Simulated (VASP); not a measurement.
# LiCl (Pm-3n) in VASP: notebook

Runs on LiCl. Level: PBE. Tasks: relaxation of cell and atoms, single point.

All numbers are computed with VASP 6.6.1; they aren't measurements. Logs are shortened: lines on timing, memory, paths and dates and some standing lists are left out, and cuts for length are marked.

## (1) The cell of the first run

Symmetry: Pm-3n, No. 223, cubic system. The conventional cell has a = 6.074 Å, b = 6.074 Å, c = 6.074 Å, α = 90.00°, β = 90.00°, γ = 90.00°. Li (site symmetry -4m2) has 4 Cl at 2.15 Å within 2.8 Å. Cl (site symmetry -4m2) has 4 Li at 2.15 Å within 2.8 Å.

The cell was generated, and may not be a known phase.

## (2) Relaxation of cell and atoms, PBE

INCAR reads:

```
SYSTEM = LiCl
PREC = Accurate
ENCUT = 600
EDIFF = 1E-7
ISMEAR = 0
SIGMA = 0.1
LREAL = .FALSE.
LASPH = .TRUE.
NELM = 80
ALGO = Normal
ISIF = 3
LWAVE = .FALSE.
LCHARG = .FALSE.
GGA = PE
IBRION = 2
NSW = 90
EDIFFG = -0.04
```

KPOINTS reads:

```
Automatic mesh
0
G
  4 4 4
  0 0 0
```

POSCAR reads:

```
LiCl
1.0
    6.0737644100      0.0000000000      0.0000000000
    0.0000000000      6.0737644100      0.0000000000
    0.0000000000      0.0000000000      6.0737644100
Li Cl
6 6
Direct
    0.7500000000      0.5000000000      0.0000000000
    0.5000000000      0.0000000000      0.7500000000
    0.0000000000      0.7500000000      0.5000000000
    0.0000000000      0.2500000000      0.5000000000
    0.2500000000      0.5000000000      0.0000000000
    0.5000000000      0.0000000000      0.2500000000
    0.5000000000      0.7500000000      0.0000000000
    0.7500000000      0.0000000000      0.5000000000
    0.0000000000      0.5000000000      0.7500000000
    0.2500000000      0.0000000000      0.5000000000
    0.0000000000      0.5000000000      0.2500000000
    0.5000000000      0.2500000000      0.0000000000
```

Potentials or basis: VASP PAW PBE potentials, release 64 (Li_sv, Cl).

Started as:

```console
$ cat potpaw_PBE.64/Li_sv/POTCAR potpaw_PBE.64/Cl/POTCAR > POTCAR
$ mpirun -np 1 vasp_std > vasp.out
```

OUTCAR:

```text
SYSTEM = LiCl
   PREC = Accurate
   ENCUT = 600
   EDIFF = 1E-7
   ISMEAR = 0
   LREAL = .FALSE.
   LASPH = .TRUE.
   NELM = 80
   ISIF = 3
   GGA = PE
   IBRION = 2
   NSW = 90
   EDIFFG = -0.04

 ion  position               nearest neighbor table
   1  0.750  0.500  0.000-   7 2.15   9 2.15  11 2.15  12 2.15
   2  0.500  0.000  0.750-   7 2.15   8 2.15  10 2.15  12 2.15
   3  0.000  0.750  0.500-   8 2.15   9 2.15  10 2.15  11 2.15
   4  0.000  0.250  0.500-   8 2.15   9 2.15  10 2.15  11 2.15
   5  0.250  0.500  0.000-   7 2.15   9 2.15  11 2.15  12 2.15
   6  0.500  0.000  0.250-   7 2.15   8 2.15  10 2.15  12 2.15
   7  0.500  0.750  0.000-   1 2.15   2 2.15   5 2.15   6 2.15
   8  0.750  0.000  0.500-   2 2.15   3 2.15   4 2.15   6 2.15
   9  0.000  0.500  0.750-   1 2.15   3 2.15   4 2.15   5 2.15
  10  0.250  0.000  0.500-   2 2.15   3 2.15   4 2.15   6 2.15
  11  0.000  0.500  0.250-   1 2.15   3 2.15   4 2.15   5 2.15
  12  0.500  0.250  0.000-   1 2.15   2 2.15   5 2.15   6 2.15

  LATTYP: Found a simple cubic cell.
 ALAT       =     6.0737644100

  Lattice vectors:

 A1 = (   6.0737644100,   0.0000000000,   0.0000000000)
 A2 = (   0.0000000000,   6.0737644100,   0.0000000000)
 A3 = (   0.0000000000,   0.0000000000,   6.0737644100)

Analysis of symmetry for initial positions (statically):
=====================================================================
 Subroutine PRICEL returns:
 Original cell was already a primitive cell.

 Routine SETGRP: Setting up the symmetry group for a
 simple cubic supercell.

 Subroutine GETGRP returns: Found 48 space group operations
 (whereof 24 operations were pure point group operations)
 out of a pool of 48 trial point group operations.

The static configuration has the point symmetry T_h .
 The point group associated with its full space group is O_h .

Analysis of symmetry for dynamics (positions and initial velocities):
=====================================================================
 Subroutine PRICEL returns:
 Original cell was already a primitive cell.

 Routine SETGRP: Setting up the symmetry group for a
 simple cubic supercell.

 Subroutine GETGRP returns: Found 48 space group operations
 (whereof 24 operations were pure point group operations)
 out of a pool of 48 trial point group operations.

The dynamic configuration has the point symmetry T_h .
 The point group associated with its full space group is O_h .

 Subroutine INISYM returns: Found 48 space group operations
 (whereof 24 operations are pure point group operations),
 and found     1 'primitive' translations

----------------------------------------------------------------------------------------

                                     Primitive cell

  volume of cell :     224.0649

  direct lattice vectors                    reciprocal lattice vectors
     6.073764410  0.000000000  0.000000000     0.164642540  0.000000000  0.000000000
     0.000000000  6.073764410  0.000000000     0.000000000  0.164642540  0.000000000
     0.000000000  0.000000000  6.073764410     0.000000000  0.000000000  0.164642540

  length of vectors
     6.073764410  6.073764410  6.073764410     0.164642540  0.164642540  0.164642540

  position of ions in fractional coordinates (direct lattice)
     0.750000000  0.500000000  0.000000000
     0.500000000  0.000000000  0.750000000
     0.000000000  0.750000000  0.500000000
     0.000000000  0.250000000  0.500000000
     0.250000000  0.500000000  0.000000000
     0.500000000  0.000000000  0.250000000
     0.500000000  0.750000000  0.000000000
     0.750000000  0.000000000  0.500000000
     0.000000000  0.500000000  0.750000000
     0.250000000  0.000000000  0.500000000
     0.000000000  0.500000000  0.250000000
     0.500000000  0.250000000  0.000000000

  ion indices of the primitive-cell ions
   primitive index   ion index
                 1           1
                 2           2
                 3           3
                 4           4
                 5           5
                 6           6
                 7           7
                 8           8
                 9           9
                10          10
                11          11
                12          12

----------------------------------------------------------------------------------------

 KPOINTS: Automatic mesh

Automatic generation of k-mesh.
 Grid dimensions read from file:
 generate k-points for:    4    4    4

 Generating k-lattice:

  Cartesian coordinates                     Fractional coordinates (reciprocal lattice)
     0.041160635  0.000000000  0.000000000     0.250000000  0.000000000  0.000000000
     0.000000000  0.041160635  0.000000000     0.000000000  0.250000000  0.000000000
     0.000000000  0.000000000  0.041160635     0.000000000  0.000000000  0.250000000

  Length of vectors
     0.041160635  0.041160635  0.041160635

  Shift w.r.t. Gamma in fractional coordinates (k-lattice)
     0.000000000  0.000000000  0.000000000

 Subroutine IBZKPT returns following result:
 ===========================================

 Found     10 irreducible k-points:

 Following reciprocal coordinates:
            Coordinates               Weight
  0.000000  0.000000  0.000000      1.000000
  0.250000  0.000000  0.000000      6.000000
  0.500000  0.000000  0.000000      3.000000
  0.250000  0.250000  0.000000     12.000000
  0.500000  0.250000  0.000000     12.000000
  0.500000  0.500000  0.000000      3.000000
  0.250000  0.250000  0.250000      8.000000
  0.500000  0.250000  0.250000     12.000000
  0.500000  0.500000  0.250000      6.000000
  0.500000  0.500000  0.500000      1.000000
   k-points           NKPTS =     10   k-points in BZ     NKDIM =     10   number of bands    NBANDS=     37
   number of dos      NEDOS =    301   number of ions     NIONS =     12
   total plane-waves  NPLWV = 125000
   dimension x,y,z NGX =    50 NGY =   50 NGZ =   50
   dimension x,y,z NGXF=   100 NGYF=  100 NGZF=  100
   ions per type =               6   6
   NGX,Y,Z   is equivalent  to a cutoff of  13.69, 13.69, 13.69 a.u.
   NGXF,Y,Z  is equivalent  to a cutoff of  27.37, 27.37, 27.37 a.u.
 SYSTEM =  LiCl
   PREC   = accura    normal or accurate (medium, high low for compatibility)
   ISTART =      0    job   : 0-new  1-cont  2-samecut
   ICHARG =      2    charge: 1-file 2-atom 10-const
   ISPIN  =      1    spin polarized calculation?
   LNONCOLLINEAR =      F non collinear calculations
   LSORBIT =      F    spin-orbit coupling
   LASPH  =      T    aspherical Exc in radial PAW
   ENCUT  =  600.0 eV  44.10 Ry    6.64 a.u.  12.13 12.13 12.13*2*pi/ulx,y,z
   NELM   =     80;   NELMIN=  2; NELMDL= -5     # of ELM steps
   EDIFF  = 0.1E-06   stopping-criterion for ELM
   LREAL  =      F    real-space projection
   EDIFFG = -.4E-01   stopping-criterion for IOM
   NSW    =     90    number of steps for IOM
   IBRION =      2    ionic relax: 0-MD 1-quasi-New 2-CG
   NFREE  =      1    steps in history (QN), initial steepest desc. (CG)
   ISIF   =      3    stress and relaxation
   ISYM   =      2    0-nonsym 1-usesym 2-fastsym
   POTIM  = 0.5000    time-step for ionic-motion
   TEBEG  =    0.0;   TEEND  =   0.0 temperature during run
   PSTRESS=    0.0 pullay stress
   NELECT =      60.0000    total number of electrons
   NUPDOWN=      -1.0000    fix difference up-down
   EMIN   =  10.00;   EMAX   =-10.00  energy-range for DOS
   EFERMI =   0.00;   METHOD = LEGACY
   ISMEAR =     0;   SIGMA  =   0.10  broadening in eV -4-tet -1-fermi 0-gaus
   EFERMI_NEDOS =   21; number of points for ismear=-14 and -15
   IALGO  =     38    algorithm
   IMIX   =      4    mixing-type and parameters
     AMIX     =   0.40;   BMIX     =  1.00
     AMIX_MAG =   1.60;   BMIX_MAG =  1.00
  volume/ion in A,a.u.               =      18.67       126.01
  Fermi-wavevector in a.u.,A,eV,Ry     =   1.055198  1.994035 15.149310  1.113443
  Thomas-Fermi vector in A             =   2.190387
   LORBIT       =      0    0 simple, 1 ext, 2 COOP (PROOUT), +10 PAW based schemes
   GGA     = PE    functional components
   LHFCALC =     F    Hartree Fock is set to
   AEXX    =    0.0000 exact exchange contribution
   IVDW    =     0    specifies the selected vdW correction
   LEPSILON=     F    determine dielectric tensor
   LRPA    =     F    only Hartree local field effects (RPA)
 conjugate gradient relaxation of ions
 non-spin polarized calculation
 Gauss-broadening in eV      SIGMA  =   0.10
  energy-cutoff  :      600.00
  volume of cell :      224.06
 maximum number of plane-waves:      7568
 NGX is ok and might be reduce to    50
   NGX = 25   NGY = 25   NGZ = 25

--------------------------------------- Ionic step        1  -------------------------------------------

 number of electron      59.9999962 magnetization

 Free energy of the ion-electron system (eV)
  ---------------------------------------------------
  ext. energy  EPLUGINS =         0.00000000
  ---------------------------------------------------
  free energy    TOTEN  =       -41.59811826 eV

  energy without entropy =      -41.59811826  energy(sigma->0) =      -41.59811826

 E-fermi :   0.4621     XC(G=0):  -7.7890

 val. band max:       -0.0671031030   @ k =   0.0000   0.0000   0.0000
 cond. band min:       5.5334734973   @ k =   0.0000   0.0000   0.0000
 fundamental gap:      5.6005766003
 Fermi energy:         0.4620725806

 k-point     1 :       0.0000    0.0000    0.0000
  band No.  band energies     occupation
      1     -42.9928      2.00000
      2     -42.9885      2.00000
      3     -42.9885      2.00000
      4     -42.9788      2.00000
      5     -42.9788      2.00000
      6     -42.9788      2.00000
[... 524 lines left out ...]
  energy  without entropy=      -44.1634163635  energy(sigma->0) =      -44.16341636

--------------------------------------- Ionic step        4  -------------------------------------------

 number of electron      60.0000005 magnetization

 Free energy of the ion-electron system (eV)
  ---------------------------------------------------
  ext. energy  EPLUGINS =         0.00000000
  ---------------------------------------------------
  free energy    TOTEN  =       -44.18789087 eV

  energy without entropy =      -44.18789087  energy(sigma->0) =      -44.18789087

 E-fermi :  -1.4856     XC(G=0):  -6.6178

 val. band max:       -2.0969471745   @ k =   0.0000   0.0000   0.0000
 cond. band min:       3.2764329890   @ k =   0.0000   0.0000   0.0000
 fundamental gap:      5.3733801636
 Fermi energy:        -1.4855566482

 k-point     1 :       0.0000    0.0000    0.0000
  band No.  band energies     occupation
      1     -45.3315      2.00000
      2     -45.3307      2.00000
      3     -45.3307      2.00000
      4     -45.3285      2.00000
      5     -45.3285      2.00000
      6     -45.3285      2.00000
[... 428 lines left out ...]
  FREE ENERGIE OF THE ION-ELECTRON SYSTEM (eV)
  ---------------------------------------------------
  free  energy   TOTEN  =       -44.1878908680 eV

  energy  without entropy=      -44.1878908680  energy(sigma->0) =      -44.18789087

 reached required accuracy - stopping structural energy minimisation
```

Run time: 5.7 min. Hardware: 1 thread of Intel Xeon Platinum 8259CL at 2.50GHz (Skylake/Cascade Lake), shared host; peak memory 0.39 GiB.

Results:

```yaml
Free_energy: -44.1879 eV
Relaxed_volume: 25.70 Å³/atom
Relaxed_cell: a = 6.756 Å, b = 6.756 Å, c = 6.756 Å, α = 90.00°, β = 90.00°, γ = 90.00°
Space_group_after_relaxing_to_0.1_Å: Pm-3n (No. 223)
Energy_gained_by_relaxing: 215.8 meV/atom
Ionic_steps: 4
Pressure_after_relaxing: 0.1 GPa
Band_gap_on_the_k_mesh: 5.37 eV
```

The path:
| step | energy change (eV) | largest force (eV/Å) | pressure (GPa) | volume (Å³) |
| --- | --- | --- | --- | --- |
| 1 | 0.0000 | 0.0000 | 12.72 | 224.06 |
| 2 | -2.2985 | 0.0000 | 3.02 | 275.66 |
| 3 | -2.5653 | 0.0000 | 0.77 | 299.08 |
| 4 | -2.5898 | 0.0000 | 0.09 | 308.36 |

Final structure:
```cif
data_structure
_symmetry_space_group_name_H-M 'P 1'
_symmetry_Int_Tables_number 1
_cell_length_a 6.7560
_cell_length_b 6.7560
_cell_length_c 6.7560
_cell_angle_alpha 90.000
_cell_angle_beta 90.000
_cell_angle_gamma 90.000
_cell_volume 308.36
loop_
_atom_site_label
_atom_site_type_symbol
_atom_site_fract_x
_atom_site_fract_y
_atom_site_fract_z
_atom_site_occupancy
Li1 Li 0.75000 0.50000 0.00000 1
Li2 Li 0.50000 0.00000 0.75000 1
Li3 Li 0.00000 0.75000 0.50000 1
Li4 Li 0.00000 0.25000 0.50000 1
Li5 Li 0.25000 0.50000 0.00000 1
Li6 Li 0.50000 0.00000 0.25000 1
Cl1 Cl 0.50000 0.75000 0.00000 1
Cl2 Cl 0.75000 0.00000 0.50000 1
Cl3 Cl 0.00000 0.50000 0.75000 1
Cl4 Cl 0.25000 0.00000 0.50000 1
Cl5 Cl 0.00000 0.50000 0.25000 1
Cl6 Cl 0.50000 0.25000 0.00000 1
```

Caveat: the cutoff is under 1.25 times the usual one of these potentials, so pressure, stress and relaxed cells hold a basis-set (Pulay) error; the volume moved by over 15 % at a fixed basis, so the end points are rough.

## (3) Single point, PBE

This run uses another cell than the first one, of 26.00 Å³/atom.

INCAR reads:

```
PREC     = Accurate       # precision mode
ENCUT    = 520            # plane-wave cutoff, eV
EDIFF    = 1E-6           # SCF threshold, eV
ISMEAR   = 0              # smearing method
SIGMA    = 0.1            # smearing width, eV
LREAL    = False          # projectors in reciprocal space
LASPH    = True           # aspherical terms in the spheres
NELM     = 60             # most SCF steps
ALGO     = Normal         # electronic algorithm
ISIF     = 2              # what is computed and relaxed
LWAVE    = False          # write WAVECAR
LCHARG   = False          # write CHGCAR
GGA      = PE             # functional
NBANDS   = 42             # bands
```

KPOINTS reads:

```
Automatic mesh
0
Gamma
  2 2 2
```

POSCAR reads:

```
LiCl
1.0
    6.7822671339      0.0000000000      0.0000000000
    0.0000000000      6.7822671339      0.0000000000
    0.0000000000      0.0000000000      6.7822671339
Li Cl
6 6
Direct
    0.7500000000      0.5000000000      0.0000000000
    0.5000000000      0.0000000000      0.7500000000
    0.0000000000      0.7500000000      0.5000000000
    0.0000000000      0.2500000000      0.5000000000
    0.2500000000      0.5000000000      0.0000000000
    0.5000000000      0.0000000000      0.2500000000
    0.5000000000      0.7500000000      0.0000000000
    0.7500000000      1.0000000000      0.5000000000
    0.0000000000      0.5000000000      0.7500000000
    0.2500000000      1.0000000000      0.5000000000
    0.0000000000      0.5000000000      0.2500000000
    0.5000000000      0.2500000000      0.0000000000
```

Potentials or basis: VASP PAW PBE potentials, release 64 (Li_sv, Cl).

Started as:

```console
$ cat potpaw_PBE.64/Li_sv/POTCAR potpaw_PBE.64/Cl/POTCAR > POTCAR
$ mpirun -np 1 vasp_std > vasp.out
```

It took 38 s on 1 thread of Oxide Virtual Turin-like, shared host; peak memory 0.31 GiB.

The run converged. Its results:

* Free energy: -44.2179 eV
* Band gap on the k mesh: 5.36 eV

Levels at points of the mesh, in eV from the valence-band top:
```csv
k point,band 27,band 28,band 29,band 30,band 31,band 32,band 33,band 34
"(0.00, 0.00, 0.00)",-0.69,0.00,0.00,0.00,5.36,7.37,7.89,7.89
"(0.50, 0.00, 0.00)",-0.58,-0.58,-0.01,-0.01,6.36,6.36,7.86,7.86
"(0.50, 0.50, 0.00)",-0.59,-0.59,-0.54,-0.02,6.75,6.97,6.97,7.73
"(0.50, 0.50, 0.50)",-0.74,-0.74,-0.74,-0.74,7.69,7.69,7.83,7.83
```

Caveat: the k points lie up to 0.46 Å⁻¹ apart; the cutoff is under 1.25 times the usual one of these potentials, so pressure, stress and relaxed cells hold a basis-set (Pulay) error.

## (4) Single point, PBE

INCAR reads:

```
  PREC = Accurate
  ENCUT = 520
  EDIFF = 1E-6
  ISMEAR = 0
  SIGMA = 0.1
  LREAL = F
  LASPH = T
  NELM = 60
  ALGO = Normal
  ISIF = 2
  LWAVE = F
  LCHARG = T
  GGA = PE
  LELF = T
  LVHAR = T
  NBANDS = 42
```

KPOINTS reads:

```
Automatic mesh
0
Gamma
  4 4 4
```

POSCAR reads:

```
LiCl
1.0
    6.0737644100      0.0000000000      0.0000000000
    0.0000000000      6.0737644100      0.0000000000
    0.0000000000      0.0000000000      6.0737644100
Li Cl
6 6
Direct
    0.7500000000      0.5000000000      0.0000000000
    0.5000000000      0.0000000000      0.7500000000
    0.0000000000      0.7500000000      0.5000000000
    0.0000000000      0.2500000000      0.5000000000
    0.2500000000      0.5000000000      0.0000000000
    0.5000000000      0.0000000000      0.2500000000
    0.5000000000      0.7500000000      0.0000000000
    0.7500000000      0.0000000000      0.5000000000
    0.0000000000      0.5000000000      0.7500000000
    0.2500000000      0.0000000000      0.5000000000
    0.0000000000      0.5000000000      0.2500000000
    0.5000000000      0.2500000000      0.0000000000
```

Started as:

```console
$ cat potpaw_PBE.64/Li_sv/POTCAR potpaw_PBE.64/Cl/POTCAR > POTCAR
$ mpirun -np 1 vasp_std > vasp.out
```

Wall time 60 s (1 thread of Oxide Virtual Turin-like, shared host); peak memory 0.3 GiB.

It converged, with:

| Item | Value |
| --- | --- |
| Free energy | -41.5945 eV |
| Band gap on the k mesh | 5.60 eV |

Levels at points of the mesh, in eV from the valence-band top:
```tsv
k point	band 27	band 28	band 29	band 30	band 31	band 32	band 33	band 34
(0.00, 0.00, 0.00)	-1.25	0.00	0.00	0.00	5.60	7.07	8.05	8.05
(0.50, 0.00, 0.00)	-1.03	-1.03	-0.03	-0.03	6.50	6.50	8.41	8.41
(0.50, 0.50, 0.00)	-1.07	-1.07	-0.97	-0.04	6.93	7.09	7.09	7.85
(0.50, 0.50, 0.50)	-1.34	-1.34	-1.34	-1.34	8.01	8.01	8.20	8.20
```

Caveat: the cutoff is under 1.25 times the usual one of these potentials, so pressure, stress and relaxed cells hold a basis-set (Pulay) error. A k mesh can miss the band edges.

## (5) Summary

| task | cell | k mesh | cutoff (eV) | gap on the mesh (eV) |
| --- | --- | --- | --- | --- |
| relaxation of cell and atoms | relaxed from a = 6.074 Å, 12 atoms | 4 × 4 × 4 | 600 | 5.37 |
| single point | a = 6.782 Å, 12 atoms | 2 × 2 × 2 | 520 | 5.36 |
| single point | a = 6.074 Å, 12 atoms | 4 × 4 × 4 | 520 | 5.60 |

Alike in all rows: level PBE; potentials or basis VASP PAW PBE potentials, release 64 (Li_sv, Cl); no spin polarisation; smearing gaussian 0.1 eV.

Caveats: some runs use coarse meshes; the cutoff is under 1.25 times the usual one of these potentials, so pressure, stress and relaxed cells hold a basis-set (Pulay) error; the volume moved by over 15 % at a fixed basis, so the end points are rough (at least some runs).

Total energies depend on the potentials used, so only differences within one code and one set of settings carry meaning.
